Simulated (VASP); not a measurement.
# Fe (Pm-3m) in VASP: notebook, part 2 of 2

VASP 6.6.1.

### 4 Single point, PBE, collinear spin, antiferromagnetic start

This run uses another cell than the first one: it holds 2 atoms, not 1.

INCAR

```
SYSTEM = Fe
PREC     = Accurate       ! precision mode
ENCUT    = 600            ! plane-wave cutoff, eV
EDIFF    = 1E-6           ! SCF threshold, eV
ISMEAR   = -1             ! smearing method
SIGMA    = 0.05           ! smearing width, eV
LREAL    = .False.        ! projectors in reciprocal space
LASPH    = .True.         ! aspherical terms in the spheres
NELM     = 200            ! most SCF steps
ALGO     = Normal         ! electronic algorithm
ISIF     = 2              ! what is computed and relaxed
LWAVE    = .False.        ! write WAVECAR
LCHARG   = .False.        ! write CHGCAR
ISPIN    = 2              ! spin polarisation
MAGMOM   = 2.5 -2.5       ! initial moments
LORBIT   = 11             ! projections on sites
LMAXMIX  = 4              ! l up to which the mixer works
GGA      = PE             ! functional
NBANDS   = 19             ! bands
GGA_COMPAT= .False.
```

KPOINTS

```
Automatic mesh
0
Gamma
  12 12 12
  0 0 0
```

POSCAR

```
Fe
1.0
    0.0000000000      2.3726450169      2.3726450169
    2.3726450169      0.0000000000      2.3726450169
    2.3726450169      2.3726450169      0.0000000000
Fe
2
Direct
    0.0000000000      0.0000000000      0.0000000000
    0.5000000000      0.5000000000      0.5000000000
```

Potentials or basis: VASP PAW PBE potentials, release 64 (Fe).

On the command line:

```
$ cat potpaw_PBE.64/Fe/POTCAR > POTCAR
$ mpirun -np 1 vasp_std > vasp.out
```

OUTCAR:

```text
SYSTEM = Fe
   PREC = Accurate
   ENCUT = 600
   EDIFF = 1E-6
   ISMEAR = -1
   LREAL = .False.
   LASPH = .True.
   NELM = 200
   ISIF = 2
   ISPIN = 2
   LORBIT = 11
   GGA = PE

 ion  position               nearest neighbor table
   1  0.000  0.000  0.000-   2 2.37   2 2.37   2 2.37   2 2.37   2 2.37   2 2.37
   2  0.500  0.500  0.500-   1 2.37   1 2.37   1 2.37   1 2.37   1 2.37   1 2.37

  LATTYP: Found a face centered cubic cell.
 ALAT       =     4.7452900338

  Lattice vectors:

 A1 = (   0.0000000000,   2.3726450169,   2.3726450169)
 A2 = (   2.3726450169,   0.0000000000,   2.3726450169)
 A3 = (   2.3726450169,   2.3726450169,   0.0000000000)

Analysis of symmetry for initial positions (statically):
=====================================================================
 Subroutine PRICEL returns following result:

  LATTYP: Found a simple cubic cell.
 ALAT       =     2.3726450169
[... 12 lines left out ...]
 Subroutine GETGRP returns: Found 48 space group operations
 (whereof 48 operations were pure point group operations)
 out of a pool of 48 trial point group operations.

The static configuration has the point symmetry O_h .

Analysis of symmetry for dynamics (positions and initial velocities):
=====================================================================
 Subroutine PRICEL returns following result:

  LATTYP: Found a simple cubic cell.
 ALAT       =     2.3726450169
[... 12 lines left out ...]
 Subroutine GETGRP returns: Found 48 space group operations
 (whereof 48 operations were pure point group operations)
 out of a pool of 48 trial point group operations.

The dynamic configuration has the point symmetry O_h .

Analysis of structural, dynamic, and magnetic symmetry:
=====================================================================
 Subroutine PRICEL returns following result:

  LATTYP: Found a simple cubic cell.
 ALAT       =     2.3726450169
[... 12 lines left out ...]
 Subroutine GETGRP returns: Found 48 space group operations
 (whereof 48 operations were pure point group operations)
 out of a pool of 48 trial point group operations.

The overall configuration has the point symmetry O_h .

 Subroutine INISYM returns: Found 48 space group operations
 (whereof 48 operations are pure point group operations),
 and found     2 'primitive' translations

----------------------------------------------------------------------------------------

                                     Primitive cell

  volume of cell :      13.3567

  direct lattice vectors                    reciprocal lattice vectors
    -2.372645017  0.000000000  0.000000000    -0.421470550  0.000000000  0.000000000
     0.000000000  0.000000000  2.372645017     0.000000000  0.000000000  0.421470550
     0.000000000  2.372645017  0.000000000     0.000000000  0.421470550  0.000000000

  length of vectors
     2.372645017  2.372645017  2.372645017     0.421470550  0.421470550  0.421470550

  position of ions in fractional coordinates (direct lattice)
     0.000000000  0.000000000  0.000000000

  ion indices of the primitive-cell ions
   primitive index   ion index
                 1           1

----------------------------------------------------------------------------------------

 KPOINTS: Automatic mesh

Automatic generation of k-mesh.
 Grid dimensions read from file:
 generate k-points for:   12   12   12
[... 58 lines left out ...]
   ISPIN  =      2    spin polarized calculation?
   LNONCOLLINEAR =      F non collinear calculations
   LSORBIT =      F    spin-orbit coupling
   LASPH  =      T    aspherical Exc in radial PAW
   ENCUT  =  600.0 eV  44.10 Ry    6.64 a.u.   6.70  6.70  6.70*2*pi/ulx,y,z
   NELM   =    200;   NELMIN=  2; NELMDL= -5     # of ELM steps
   EDIFF  = 0.1E-05   stopping-criterion for ELM
   LREAL  =      F    real-space projection
   EDIFFG = 0.1E-04   stopping-criterion for IOM
   NSW    =      0    number of steps for IOM
   IBRION =     -1    ionic relax: 0-MD 1-quasi-New 2-CG
   NFREE  =      0    steps in history (QN), initial steepest desc. (CG)
   ISIF   =      2    stress and relaxation
   ISYM   =      2    0-nonsym 1-usesym 2-fastsym
   POTIM  = 0.5000    time-step for ionic-motion
   TEBEG  =    0.0;   TEEND  =   0.0 temperature during run
   PSTRESS=    0.0 pullay stress
   NELECT =      16.0000    total number of electrons
   NUPDOWN=      -1.0000    fix difference up-down
   EMIN   =  10.00;   EMAX   =-10.00  energy-range for DOS
   EFERMI =   0.00;   METHOD = LEGACY
   ISMEAR =    -1;   SIGMA  =   0.05  broadening in eV -4-tet -1-fermi 0-gaus
   EFERMI_NEDOS =   21; number of points for ismear=-14 and -15
   IALGO  =     38    algorithm
   IMIX   =      4    mixing-type and parameters
     AMIX     =   0.40;   BMIX     =  1.00
     AMIX_MAG =   1.60;   BMIX_MAG =  1.00
  volume/ion in A,a.u.               =      13.36        90.14
  Fermi-wavevector in a.u.,A,eV,Ry     =   1.379978  2.607780 25.910097  1.904338
  Thomas-Fermi vector in A             =   2.504897
   LORBIT       =     11    0 simple, 1 ext, 2 COOP (PROOUT), +10 PAW based schemes
   GGA     = PE    functional components
   LHFCALC =     F    Hartree Fock is set to
   AEXX    =    0.0000 exact exchange contribution
   IVDW    =     0    specifies the selected vdW correction
   LEPSILON=     F    determine dielectric tensor
   LRPA    =     F    only Hartree local field effects (RPA)
 spin polarized calculation
  energy-cutoff  :      600.00
  volume of cell :       26.71
 maximum number of plane-waves:       911
   NGX = 13   NGY = 13   NGZ = 13

 number of electron      15.9999992 magnetization      -0.0000000

 number of electron      15.9999992 magnetization       0.0000000

 Free energy of the ion-electron system (eV)
  ---------------------------------------------------
  ext. energy  EPLUGINS =         0.00000000
  ---------------------------------------------------
  free energy    TOTEN  =       -14.31796459 eV

  energy without entropy =      -14.28025446  energy(sigma->0) =      -14.29910953

 E-fermi :   4.9667     XC(G=0): -12.1453

 val. band max:        4.9432660010   @ k =   0.4167   0.2500   0.0833
 cond. band min:       4.9750405293   @ k =   0.5000   0.3333   0.1667
 fundamental gap:      0.0317745282
 Fermi energy:         4.9666701511

 spin component 1

 k-point     1 :       0.0000    0.0000    0.0000
  band No.  band energies     occupation
      1      -3.0252      1.00000
      2       1.1935      1.00000
      3       1.1937      1.00000
      4       1.3152      1.00000
      5       1.3152      1.00000
      6       1.3153      1.00000
[... 517 lines left out ...]
     18      24.2080      0.00000
     19      26.7075      0.00000

 [... further k-points ...]

 spin component 2

 k-point     1 :       0.0000    0.0000    0.0000
  band No.  band energies     occupation
      1      -3.0252      1.00000
      2       1.1935      1.00000
      3       1.1937      1.00000
      4       1.3152      1.00000
      5       1.3152      1.00000
      6       1.3153      1.00000
[... 517 lines left out ...]
     18      24.2080      0.00000
     19      26.7070      0.00000

 [... further k-points ...]

------------------------ aborting loop because EDIFF is reached ----------------------------------------

  FORCE on cell =-STRESS in cart. coord.  units (eV):
  Direction    XX          YY          ZZ          XY          YZ          ZX
  --------------------------------------------------------------------------------------
  -------------------------------------------------------------------------------------
  Total       -0.1229986     -0.1229986     -0.1229986      0.0000000     -0.0000000      0.0000000
  in kB       -7.3770461     -7.3770461     -7.3770461      0.0000000     -0.0000000      0.0000000
  external PRESSURE =      -7.3770461 kB  Pullay stress =       0.0000000 kB

 VOLUME and BASIS-vectors are now :
 -----------------------------------------------------------------------------
  energy-cutoff  :      600.00
  volume of cell :       26.71
      direct lattice vectors                 reciprocal lattice vectors
     0.000000000  2.372645017  2.372645017    -0.210735275  0.210735275  0.210735275
     2.372645017  0.000000000  2.372645017     0.210735275 -0.210735275  0.210735275
     2.372645017  2.372645017  0.000000000     0.210735275  0.210735275 -0.210735275

 POSITION                                       TOTAL-FORCE (eV/Angst)
 -----------------------------------------------------------------------------------
      0.00000      0.00000      0.00000         0.000000     -0.000000      0.000000
      2.37265      2.37265      2.37265        -0.000000      0.000000     -0.000000
 -----------------------------------------------------------------------------------
    total drift:                                0.000000      0.000000      0.000000

  FREE ENERGIE OF THE ION-ELECTRON SYSTEM (eV)
  ---------------------------------------------------
  free  energy   TOTEN  =       -14.3179645943 eV

  energy  without entropy=      -14.2802544571  energy(sigma->0) =      -14.29910953

 total charge

# of ion       s       p       d       tot
------------------------------------------
    1        0.506   0.446   6.202   7.154
    2        0.506   0.446   6.202   7.154
--------------------------------------------------
tot          1.012   0.892  12.404  14.307

 magnetization (x)

# of ion       s       p       d       tot
------------------------------------------
    1        0.057   0.030   2.129   2.216
    2       -0.057  -0.030  -2.129  -2.216
--------------------------------------------------
tot          0.000   0.000   0.000   0.000
```

Run time: 95 s. Hardware: 1 thread of Intel Xeon Platinum 8259CL at 2.50GHz (Skylake/Cascade Lake), shared host; peak memory 0.21 GiB.

Results:

| Item | Value |
| --- | --- |
| Free energy | -14.3180 eV |
| Pressure | -0.7 GPa |
| Band gap on the k mesh | zero (filled and empty bands overlap) |
| Net moment | 0.00 μB per cell |
| Site moments | Fe +2.22, -2.22 μB |
| Valence electrons inside the program's atomic spheres | Fe 7.15 |

Levels at points of the mesh, in eV from the Fermi level:
Spin up:
| k point | band 5 | band 6 | band 7 | band 8 | band 9 | band 10 | band 11 | band 12 |
| --- | --- | --- | --- | --- | --- | --- | --- | --- |
| (0.00, 0.00, 0.00) | -3.65 | -3.65 | 0.65 | 0.66 | 0.66 | 1.34 | 1.34 | 11.57 |
| (0.50, 0.00, 0.00) | -2.10 | -2.10 | -1.24 | -1.24 | -0.49 | 0.14 | 0.14 | 1.36 |
| (0.50, 0.50, 0.00) | -2.13 | -2.13 | -1.41 | 0.46 | 0.46 | 0.62 | 1.30 | 4.40 |
Spin down:
```tsv
k point	band 5	band 6	band 7	band 8	band 9	band 10	band 11	band 12
(0.00, 0.00, 0.00)	-3.65	-3.65	0.65	0.66	0.66	1.34	1.34	11.57
(0.50, 0.00, 0.00)	-2.10	-2.10	-1.24	-1.24	-0.49	0.14	0.14	1.36
(0.50, 0.50, 0.00)	-2.13	-2.13	-1.41	0.46	0.46	0.62	1.30	4.40
```

### 5 Relaxation of cell and atoms, PBE, collinear spin, antiferromagnetic start

This run uses another cell than the first one: it holds 2 atoms, not 1.

INCAR

```
SYSTEM = Fe
ALGO = Normal ; EDIFF = 1E-7
EDIFFG = -0.01 ; ENCUT = 600
GGA = PE ; GGA_COMPAT = .FALSE.
IBRION = 2 ; ISIF = 3
ISMEAR = -1 ; ISPIN = 2
LASPH = .TRUE. ; LCHARG = .FALSE.
LMAXMIX = 4 ; LORBIT = 11
LREAL = .FALSE. ; LWAVE = .FALSE.
MAGMOM = 2.5 -2.5 ; NELM = 200
NELMIN = 4 ; NSW = 80
PREC = Accurate ; SIGMA = 0.05
```

KPOINTS

```
k-points
0
G
  12 12 12
  0 0 0
```

POSCAR

```
Fe
1.0
    0.0000000000      2.3342634294      2.3342634294
    2.3342634294      0.0000000000      2.3342634294
    2.3342634294      2.3342634294      0.0000000000
Fe
2
Direct
    0.0000000000      0.0000000000      0.0000000000
    0.5000000000      0.5000000000      0.5000000000
```

On the command line:

```
$ cat potpaw_PBE.64/Fe/POTCAR > POTCAR
$ mpirun -np 1 vasp_std > vasp.out
```

Wall time 3 min (1 thread of Intel Xeon Platinum 8259CL at 2.50GHz (Skylake/Cascade Lake), shared host); peak memory 0.2 GiB.

It converged, with:

```yaml
Free_energy: -14.3181 eV
Relaxed_volume: 13.24 Å³/atom
Relaxed_cell: a = 3.345 Å, b = 3.345 Å, c = 3.345 Å, α = 60.00°, β = 60.00°, γ = 60.00°
Space_group_after_relaxing_to_0.05_Å: Pm-3m (No. 221)
Energy_gained_by_relaxing: 5.0 meV/atom
Ionic_steps: 3
Pressure_after_relaxing: 0.0 GPa
Band_gap_on_the_k_mesh: zero (filled and empty bands overlap)
Net_moment: 0.00 μB per cell
Site_moments: Fe +2.18, -2.18 μB
Valence_electrons_inside_the_program's_atomic_spheres: Fe 7.17
```

The path:
```tsv
step	energy change (eV)	largest force (eV/Å)	pressure (GPa)	volume (Å³)
1	0.0000	0.0000	2.96	25.44
2	-0.0098	0.0000	0.51	26.31
3	-0.0101	0.0000	0.02	26.47
```

Final structure:
```
Fe
1.0
     0.00000    2.36544    2.36544
     2.36544    0.00000    2.36544
     2.36544    2.36544    0.00000
Fe
2
Cartesian
  0.0000 0.0000 0.0000
  2.3654 2.3654 2.3654
```

Levels at points of the mesh, in eV from the Fermi level:
Spin up:
| k point | band 5 | band 6 | band 7 | band 8 | band 9 | band 10 | band 11 | band 12 |
| --- | --- | --- | --- | --- | --- | --- | --- | --- |
| (0.00, 0.00, 0.00) | -3.67 | -3.67 | 0.66 | 0.66 | 0.66 | 1.37 | 1.38 | 11.68 |
| (0.50, 0.00, 0.00) | -2.08 | -2.08 | -1.26 | -1.26 | -0.45 | 0.12 | 0.12 | 1.37 |
| (0.50, 0.50, 0.00) | -2.11 | -2.11 | -1.42 | 0.45 | 0.45 | 0.63 | 1.33 | 4.47 |
Spin down:
```csv
k point,band 6,band 7,band 8,band 9,band 10,band 11
"(0.00, 0.00, 0.00)",-3.67,0.66,0.66,0.66,1.37,1.38
"(0.50, 0.00, 0.00)",-2.08,-1.26,-1.26,-0.45,0.12,0.12
"(0.50, 0.50, 0.00)",-2.11,-1.42,0.45,0.45,0.63,1.33
```

### 6 Overview

| task | spin | cell | k mesh | cutoff (eV) | gap on the mesh (eV) | pressure (GPa) | moment (μB) |
| --- | --- | --- | --- | --- | --- | --- | --- |
| single point | collinear, ferromagnetic start | a = 2.463 Å, 1 atom | 15 × 15 × 15 | 520 | none | -10.1 | 2.64 |
| single point | collinear, ferromagnetic start | a = 2.371 Å, 1 atom | 22 × 22 × 22 | 520 | none | -0.6 | 2.40 |
| single point | collinear, antiferromagnetic start | a = 3.355 Å, angles 60.0°, 2 atoms | 12 × 12 × 12 | 600 | none | -0.7 | 0.00 |
| relaxation of cell and atoms | collinear, antiferromagnetic start | relaxed from a = 3.301 Å, angles 60.0°, 2 atoms | 12 × 12 × 12 | 600 | none | 0.0 | 0.00 |

Alike in all rows: level PBE; potentials or basis VASP PAW PBE potentials, release 64 (Fe); smearing fermi-dirac 0.05 eV.

Total energies depend on the potentials used, so only differences within one code and one set of settings carry meaning.
